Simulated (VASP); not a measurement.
# Ti (Fm-3m) in VASP: a series of runs

The runs below take Ti through single point, with LDA.

All numbers are computed with VASP 6.6.1; they aren't measurements. Logs are shortened: lines on timing, memory, paths and dates and some standing lists are left out, and cuts for length are marked.

## Step 1: The cell of the first run

Symmetry: Fm-3m, No. 225, cubic system. Conventional cell: a = 4.001 Å, b = 4.001 Å, c = 4.001 Å, α = 90.00°, β = 90.00°, γ = 90.00°. Ti (site symmetry m-3m) has 12 Ti at 2.83 Å within 3.7 Å.

## Step 2: Single point, LDA

File INCAR:

```
PREC = Accurate
ENCUT = 520
EDIFF = 1E-7
ISMEAR = 0
SIGMA = 0.1
LREAL = False
LASPH = True
NELM = 100
ALGO = Normal
ISIF = 2
LWAVE = False
LCHARG = False
GGA = CA
NBANDS = 12
```

File KPOINTS:

```
regular mesh
0
Gamma
  18 18 18
```

File POSCAR:

```
Ti
1.0
    0.0000000000      2.0005340298      2.0005340298
    2.0005340298      0.0000000000      2.0005340298
    2.0005340298      2.0005340298      0.0000000000
Ti
1
Direct
    0.0000000000      0.0000000000      0.0000000000
```

Potentials or basis: VASP PAW LDA potentials, release 64 (Ti_sv).

Command:

```
> cat potpaw_LDA.64/Ti_sv/POTCAR > POTCAR
> mpirun -np 1 vasp_std > vasp.out
```

OUTCAR:

```text
PREC = Accurate
   ENCUT = 520
   EDIFF = 1E-7
   ISMEAR = 0
   LREAL = False
   LASPH = True
   NELM = 100
   ISIF = 2
   GGA = CA

 ion  position               nearest neighbor table
   1  0.000  0.000  0.000-

  LATTYP: Found a face centered cubic cell.
 ALAT       =     4.0010680596

  Lattice vectors:

 A1 = (   0.0000000000,   2.0005340298,   2.0005340298)
 A2 = (   2.0005340298,   0.0000000000,   2.0005340298)
 A3 = (   2.0005340298,   2.0005340298,   0.0000000000)

Analysis of symmetry for initial positions (statically):
=====================================================================
 Subroutine PRICEL returns:
 Original cell was already a primitive cell.

 Routine SETGRP: Setting up the symmetry group for a
 face centered cubic supercell.

 Subroutine GETGRP returns: Found 48 space group operations
 (whereof 48 operations were pure point group operations)
 out of a pool of 48 trial point group operations.

The static configuration has the point symmetry O_h .

Analysis of symmetry for dynamics (positions and initial velocities):
=====================================================================
 Subroutine PRICEL returns:
 Original cell was already a primitive cell.

 Routine SETGRP: Setting up the symmetry group for a
 face centered cubic supercell.

 Subroutine GETGRP returns: Found 48 space group operations
 (whereof 48 operations were pure point group operations)
 out of a pool of 48 trial point group operations.

The dynamic configuration has the point symmetry O_h .

 Subroutine INISYM returns: Found 48 space group operations
 (whereof 48 operations are pure point group operations),
 and found     1 'primitive' translations

----------------------------------------------------------------------------------------

                                     Primitive cell

  volume of cell :      16.0128

  direct lattice vectors                    reciprocal lattice vectors
     0.000000000  2.000534030  2.000534030    -0.249933264  0.249933264  0.249933264
     2.000534030  0.000000000  2.000534030     0.249933264 -0.249933264  0.249933264
     2.000534030  2.000534030  0.000000000     0.249933264  0.249933264 -0.249933264

  length of vectors
     2.829182357  2.829182357  2.829182357     0.432897112  0.432897112  0.432897112

  position of ions in fractional coordinates (direct lattice)
     0.000000000  0.000000000  0.000000000

  ion indices of the primitive-cell ions
   primitive index   ion index
                 1           1

----------------------------------------------------------------------------------------

 KPOINTS: regular mesh

Automatic generation of k-mesh.
 Grid dimensions read from file:
 generate k-points for:   18   18   18

 Generating k-lattice:

  Cartesian coordinates                     Fractional coordinates (reciprocal lattice)
    -0.013885181  0.013885181  0.013885181     0.055555556  0.000000000  0.000000000
     0.013885181 -0.013885181  0.013885181     0.000000000  0.055555556  0.000000000
     0.013885181  0.013885181 -0.013885181     0.000000000  0.000000000  0.055555556

  Length of vectors
     0.024049840  0.024049840  0.024049840

  Shift w.r.t. Gamma in fractional coordinates (k-lattice)
     0.000000000  0.000000000  0.000000000

 Subroutine IBZKPT returns following result:
 ===========================================

 Found    195 irreducible k-points:

 Following reciprocal coordinates:
            Coordinates               Weight
  0.000000  0.000000  0.000000      1.000000
  0.055556  0.000000  0.000000      8.000000
  0.111111  0.000000  0.000000      8.000000
  0.166667  0.000000  0.000000      8.000000
  0.222222  0.000000  0.000000      8.000000
  0.277778  0.000000  0.000000      8.000000
[... 16 lines left out ...]
 -0.277778  0.055556  0.000000     24.000000
 -0.222222  0.055556  0.000000     24.000000
 [... further k-points ...]
   k-points           NKPTS =    195   k-points in BZ     NKDIM =    195   number of bands    NBANDS=     12
   number of dos      NEDOS =    301   number of ions     NIONS =      1
   total plane-waves  NPLWV =  13824
   dimension x,y,z NGX =    24 NGY =   24 NGZ =   24
   dimension x,y,z NGXF=    48 NGYF=   48 NGZF=   48
   ions per type =               1
   NGX,Y,Z   is equivalent  to a cutoff of  14.10, 14.10, 14.10 a.u.
   NGXF,Y,Z  is equivalent  to a cutoff of  28.21, 28.21, 28.21 a.u.
 SYSTEM =  unknown system
   PREC   = accura    normal or accurate (medium, high low for compatibility)
   ISTART =      0    job   : 0-new  1-cont  2-samecut
   ICHARG =      2    charge: 1-file 2-atom 10-const
   ISPIN  =      1    spin polarized calculation?
   LNONCOLLINEAR =      F non collinear calculations
   LSORBIT =      F    spin-orbit coupling
   LASPH  =      T    aspherical Exc in radial PAW
   ENCUT  =  520.0 eV  38.22 Ry    6.18 a.u.   5.26  5.26  5.26*2*pi/ulx,y,z
   NELM   =    100;   NELMIN=  2; NELMDL= -5     # of ELM steps
   EDIFF  = 0.1E-06   stopping-criterion for ELM
   LREAL  =      F    real-space projection
   EDIFFG = 0.1E-05   stopping-criterion for IOM
   NSW    =      0    number of steps for IOM
   IBRION =     -1    ionic relax: 0-MD 1-quasi-New 2-CG
   NFREE  =      0    steps in history (QN), initial steepest desc. (CG)
   ISIF   =      2    stress and relaxation
   ISYM   =      2    0-nonsym 1-usesym 2-fastsym
   POTIM  = 0.5000    time-step for ionic-motion
   TEBEG  =    0.0;   TEEND  =   0.0 temperature during run
   PSTRESS=    0.0 pullay stress
   NELECT =      12.0000    total number of electrons
   NUPDOWN=      -1.0000    fix difference up-down
   EMIN   =  10.00;   EMAX   =-10.00  energy-range for DOS
   EFERMI =   0.00;   METHOD = LEGACY
   ISMEAR =     0;   SIGMA  =   0.10  broadening in eV -4-tet -1-fermi 0-gaus
   EFERMI_NEDOS =   21; number of points for ismear=-14 and -15
   IALGO  =     38    algorithm
   IMIX   =      4    mixing-type and parameters
     AMIX     =   0.40;   BMIX     =  1.00
     AMIX_MAG =   1.60;   BMIX_MAG =  1.00
  volume/ion in A,a.u.               =      16.01       108.06
  Fermi-wavevector in a.u.,A,eV,Ry     =   1.487006  2.810033 30.085012  2.211186
  Thomas-Fermi vector in A             =   2.600221
   LORBIT       =      0    0 simple, 1 ext, 2 COOP (PROOUT), +10 PAW based schemes
   GGA     = CA    functional components
   LHFCALC =     F    Hartree Fock is set to
   AEXX    =    0.0000 exact exchange contribution
   IVDW    =     0    specifies the selected vdW correction
   LEPSILON=     F    determine dielectric tensor
   LRPA    =     F    only Hartree local field effects (RPA)
 non-spin polarized calculation
 Gauss-broadening in eV      SIGMA  =   0.10
  energy-cutoff  :      520.00
  volume of cell :       16.01
 maximum number of plane-waves:       444
 NGX is ok and might be reduce to    24
   NGX = 11   NGY = 11   NGZ = 11

 number of electron      11.9999999 magnetization

 Free energy of the ion-electron system (eV)
  ---------------------------------------------------
  ext. energy  EPLUGINS =         0.00000000
  ---------------------------------------------------
  free energy    TOTEN  =        -8.50349771 eV

  energy without entropy =       -8.49559472  energy(sigma->0) =       -8.49954622

 E-fermi :   8.8802     XC(G=0): -12.1782

 val. band max:        8.8730956221   @ k =   0.5000   0.3333   0.1667
 cond. band min:       8.8824721807   @ k =   0.2778   0.0000   0.0000
 fundamental gap:      0.0093765586
 Fermi energy:         8.8801954910

 k-point     1 :       0.0000    0.0000    0.0000
  band No.  band energies     occupation
      1     -47.0169      2.00000
      2     -23.1347      2.00000
      3     -23.1347      2.00000
      4     -23.1347      2.00000
      5       2.6796      2.00000
      6       9.7663      0.00000
      7       9.7663      0.00000
      8       9.7663      0.00000
      9      11.5635      0.00000
     10      11.5635      0.00000
     11      24.6710      0.00000
     12      29.4670      0.00000

 k-point     2 :       0.0556    0.0000    0.0000
  band No.  band energies     occupation
      1     -47.0116      2.00000
      2     -23.1630      2.00000
      3     -23.1381      2.00000
      4     -23.1381      2.00000
      5       2.7881      2.00000
      6       9.6975      0.00000
      7       9.8071      0.00000
      8       9.8071      0.00000
      9      11.5361      0.00000
     10      11.5361      0.00000
     11      24.7797      0.00000
     12      28.6401      0.00000

 k-point     3 :       0.1111    0.0000    0.0000
  band No.  band energies     occupation
      1     -46.9963      2.00000
      2     -23.2439      2.00000
      3     -23.1480      2.00000
      4     -23.1480      2.00000
      5       3.1051      2.00000
      6       9.5111      0.00000
      7       9.9130      0.00000
      8       9.9130      0.00000
      9      11.4748      0.00000
     10      11.4748      0.00000
     11      25.0142      0.00000
     12      27.1284      0.00000

 k-point     4 :       0.1667    0.0000    0.0000
  band No.  band energies     occupation
      1     -46.9727      2.00000
      2     -23.3666      2.00000
      3     -23.1632      2.00000
      4     -23.1632      2.00000
      5       3.6036      2.00000
      6       9.2607      0.00000
      7      10.0282      0.00000
      8      10.0282      0.00000
      9      11.4455      0.00000
     10      11.4455      0.00000
     11      24.8272      0.00000
     12      25.9492      0.00000

 k-point     5 :       0.2222    0.0000    0.0000
  band No.  band energies     occupation
      1     -46.9436      2.00000
      2     -23.5150      2.00000
      3     -23.1817      2.00000
      4     -23.1817      2.00000
      5       4.2327      2.00000
      6       9.0209      0.04667
      7      10.0663      0.00000
      8      10.0663      0.00000
      9      11.5424      0.00000
     10      11.5424      0.00000
     11      23.5070      0.00000
     12      25.6936      0.00000

 k-point     6 :       0.2778    0.0000    0.0000
  band No.  band energies     occupation
      1     -46.9125      2.00000
      2     -23.6705      2.00000
      3     -23.2013      2.00000
      4     -23.2013      2.00000
      5       4.9064      2.00000
      6       8.8825      0.97431
      7       9.9939      0.00000
      8       9.9939      0.00000
      9      11.7968      0.00000
     10      11.7968      0.00000
     11      21.9884      0.00000
     12      25.3487      0.00000

 k-point     7 :       0.3333    0.0000    0.0000
  band No.  band energies     occupation
      1     -46.8830      2.00000
      2     -23.8145      2.00000
      3     -23.2196      2.00000
      4     -23.2196      2.00000
      5       5.4957      2.00000
      6       8.9465      0.34845
      7       9.8637      0.00000
      8       9.8637      0.00000
      9      12.1376      0.00000
     10      12.1376      0.00000
     11      20.5295      0.00000
     12      24.8437      0.00000

 k-point     8 :       0.3889    0.0000    0.0000
  band No.  band energies     occupation
      1     -46.8589      2.00000
      2     -23.9304      2.00000
      3     -23.2345      2.00000
      4     -23.2345      2.00000
      5       5.8802      2.00000
      6       9.2538      0.00000
      7       9.7363      0.00000
      8       9.7363      0.00000
      9      12.4689      0.00000
     10      12.4689      0.00000
     11      19.2417      0.00000
     12      24.3667      0.00000
[... 166 lines left out ...]
 k-point    20 :      -0.4444    0.0556    0.0000
  band No.  band energies     occupation
      1     -46.8377      2.00000
      2     -24.0109      2.00000
      3     -23.2684      2.00000
      4     -23.2476      2.00000
      5       6.1678      2.00000
      6       9.3823      0.00000
      7       9.6905      0.00000
      8       9.7845      0.00000
      9      12.6843      0.00000
     10      13.0098      0.00000
     11      18.0923      0.00000
     12      24.0393      0.00000

 k-point    21 :      -0.3889    0.0556    0.0000
  band No.  band energies     occupation
      1     -46.8501      2.00000
      2     -23.9529      2.00000
      3     -23.2648      2.00000
      4     -23.2355      2.00000
      5       6.0441      2.00000
      6       9.2411      0.00000
      7       9.6705      0.00000
      8       9.7535      0.00000
      9      12.4144      0.00000
     10      12.8519      0.00000
     11      18.8881      0.00000
     12      24.2765      0.00000

 k-point    22 :      -0.3333    0.0556    0.0000
  band No.  band energies     occupation
      1     -46.8714      2.00000
      2     -23.8519      2.00000
      3     -23.2542      2.00000
      4     -23.2186      2.00000
      5       5.7344      2.00000
      6       8.9441      0.36582
      7       9.7534      0.00000
      8       9.8693      0.00000
      9      12.0471      0.00000
     10      12.5610      0.00000
     11      20.1068      0.00000
     12      24.6806      0.00000

 k-point    23 :      -0.2778    0.0556    0.0000
  band No.  band energies     occupation
      1     -46.8991      2.00000
      2     -23.7191      2.00000
      3     -23.2379      2.00000
      4     -23.1989      2.00000
      5       5.2025      2.00000
      6       8.8173      1.62644
      7       9.8951      0.00000
      8      10.0118      0.00000
      9      11.6594      0.00000
     10      12.2142      0.00000
     11      21.5382      0.00000
     12      25.1577      0.00000

 k-point    24 :      -0.2222    0.0556    0.0000
  band No.  band energies     occupation
      1     -46.9297      2.00000
      2     -23.5697      2.00000
      3     -23.2175      2.00000
      4     -23.1789      2.00000
      5       4.5417      2.00000
      6       8.9036      0.74099
      7      10.0160      0.00000
      8      10.1235      0.00000
      9      11.3487      0.00000
     10      11.8943      0.00000
     11      23.0536      0.00000
     12      25.5485      0.00000

 [... further k-points ...]
[... 5 lines left out ...]
  --------------------------------------------------------------------------------------
  -------------------------------------------------------------------------------------
  Total       -0.0192729     -0.0192729     -0.0192729     -0.0000000      0.0000000     -0.0000000
  in kB       -1.9283687     -1.9283687     -1.9283687     -0.0000000      0.0000000     -0.0000000
  external PRESSURE =      -1.9283687 kB  Pullay stress =       0.0000000 kB

 VOLUME and BASIS-vectors are now :
 -----------------------------------------------------------------------------
  energy-cutoff  :      520.00
  volume of cell :       16.01
      direct lattice vectors                 reciprocal lattice vectors
     0.000000000  2.000534030  2.000534030    -0.249933264  0.249933264  0.249933264
     2.000534030  0.000000000  2.000534030     0.249933264 -0.249933264  0.249933264
     2.000534030  2.000534030  0.000000000     0.249933264  0.249933264 -0.249933264

 POSITION                                       TOTAL-FORCE (eV/Angst)
 -----------------------------------------------------------------------------------
      0.00000      0.00000      0.00000         0.000000      0.000000     -0.000000
 -----------------------------------------------------------------------------------
    total drift:                               -0.000000     -0.000000     -0.000000

  FREE ENERGIE OF THE ION-ELECTRON SYSTEM (eV)
  ---------------------------------------------------
  free  energy   TOTEN  =        -8.5034977116 eV

  energy  without entropy=       -8.4955947230  energy(sigma->0) =       -8.49954622
```

Run time: 39 s. Hardware: 1 thread of Intel Xeon 8259CL, shared host; peak memory 0.15 GiB.

What came out:

```yaml
Free_energy: -8.5035 eV
Pressure: -0.2 GPa
Band_gap_on_the_k_mesh: zero (band 6 reaches 9.77 eV, above the bottom of band 7 at 8.37 eV)
```

(Part 1 of 2 ends here.)
